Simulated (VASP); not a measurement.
Wanted: the native input for a VASP 6.6.1 run.

* Task: single point
* Functional: PBE
* Potentials or basis: VASP PAW PBE potentials, release 64 (Mg, Cd, Te)
* Cutoff: 520 eV
* k mesh: 6 × 6 × 2
* Occupations: gaussian, width 0.02 eV
* Spin: no spin polarisation
* Dipole correction: no
* Further INCAR settings: ALGO = Normal; EDIFF = 1e-06; NBANDS = 31

The structure of Mg3CdTe4 lies in POSCAR:

```
Mg3CdTe4
1.0
    4.6276261461      0.0000000000      0.0000000000
   -2.3138130730      4.0076418017      0.0000000000
    0.0000000000      0.0000000000     15.0716959666
Mg Cd Te
3 1 4
Direct
    0.3333333333      0.6666666667      0.4957665525
    0.3333333333      0.6666666667      0.9999298478
    0.6666666667      0.3333333333      0.2481258151
    0.6666666667      0.3333333333      0.7499241774
    0.3333333333      0.6666666667      0.1873986657
    0.3333333333      0.6666666667      0.6833783241
    0.6666666667      0.3333333333      0.4354500146
    0.6666666667      0.3333333333      0.9400266429
```

The input as run:

INCAR

```
SYSTEM = Mg3CdTe4
PREC     = Accurate       ! precision mode
ENCUT    = 520            ! plane-wave cutoff, eV
EDIFF    = 1E-6           ! SCF threshold, eV
ISMEAR   = 0              ! smearing method
SIGMA    = 0.02           ! smearing width, eV
LREAL    = .FALSE.        ! projectors in reciprocal space
LASPH    = .TRUE.         ! aspherical terms in the spheres
NELM     = 60             ! most SCF steps
ALGO     = Normal         ! electronic algorithm
ISIF     = 2              ! what is computed and relaxed
LWAVE    = .FALSE.        ! write WAVECAR
LCHARG   = .FALSE.        ! write CHGCAR
GGA      = PE             ! functional
NBANDS   = 31             ! bands
```

KPOINTS

```
regular mesh
0
G
  6 6 2
  0 0 0
```

Potentials or basis: VASP PAW PBE potentials, release 64 (Mg, Cd, Te).

Command:

```sh
$ cat potpaw_PBE.64/Mg/POTCAR potpaw_PBE.64/Cd/POTCAR potpaw_PBE.64/Te/POTCAR > POTCAR
$ mpirun -np 1 vasp_std > vasp.out
```

It gave:

```
Pressure               : 0.0 GPa
Largest force          : 0.020 eV/Å
Band gap on the k mesh : 1.58 eV
```

Caveat: spin-orbit coupling is left out, which moves the levels of the heavy elements.

Run time: 2.1 min on 1 thread of Intel(R) Xeon(R) Platinum 8559C (Emerald Rapids), on a shared host, peak memory 0.43 GiB.
